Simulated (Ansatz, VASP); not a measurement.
## HBr: VASP beside Ansatz

Contents of INCAR:

```
PREC = Accurate ; ENCUT = 400
EDIFF = 1E-6 ; ISMEAR = 0
SIGMA = 0.005 ; LREAL = False
LASPH = True ; NELM = 120
ALGO = Normal ; ISIF = 2
LWAVE = False ; LCHARG = False
GGA = PE ; NBANDS = 11
GGA_COMPAT = False ; NELMDL = -8
```

File KPOINTS:

```
regular mesh
0
Gamma
  1 1 1
```

Contents of POSCAR:

```
HBr
1.0
   11.7015812861      0.0000000000      0.0000000000
    0.0000000000     12.2015812861      0.0000000000
    0.0000000000      0.0000000000     12.7015812861
Br H
1 1
Direct
    0.5332239300      0.5206789100      0.4517164100
    0.4770437700      0.4930923800      0.5482870400
```

Input for Ansatz:

```yaml
crystal:
  lattice:
    - [11.7015812861, 0.0, 0.0]
    - [0.0, 12.2015812861, 0.0]
    - [0.0, 0.0, 12.7015812861]
  atoms:
    - { symbol: Br, position: [0.53322393, 0.52067891, 0.45171641] }
    - { symbol: H, position: [0.47704377, 0.49309238, 0.54828704] }
hamiltonian:
  xc: pbe
kpoints:
  mp_grid: { grid: [1, 1, 1] }
scf:
  occupations: { method: gaussian, width: 0.005 }
  max_iter: 140
  lower_state_search: "off"
output:
  forces: true
```

Alike in both runs: task single point; functional PBE; k mesh 1 × 1 × 1; occupations gaussian, width 0.005 eV; no spin polarisation.

|  | VASP | Ansatz |
| --- | --- | --- |
| version | VASP 6.6.1 | Ansatz 0.2.0 |
| potentials or method | VASP PAW PBE potentials, release 64 (Br, H) | scalar-relativistic, plane waves, PAW |
| plane-wave cutoff (eV) | 400 | 420 |
| valence electrons in the cell | 8 | 8 |

VASP gave:

| Quantity | Value |
| --- | --- |
| rms of the force components (eV/Å) | 0.010 |

Question: Estimate Ansatz's values.

Answer: rms of the force components (eV/Å): 0.009.

Atom by atom the forces differ by 0.020 eV/Å (rms over components).
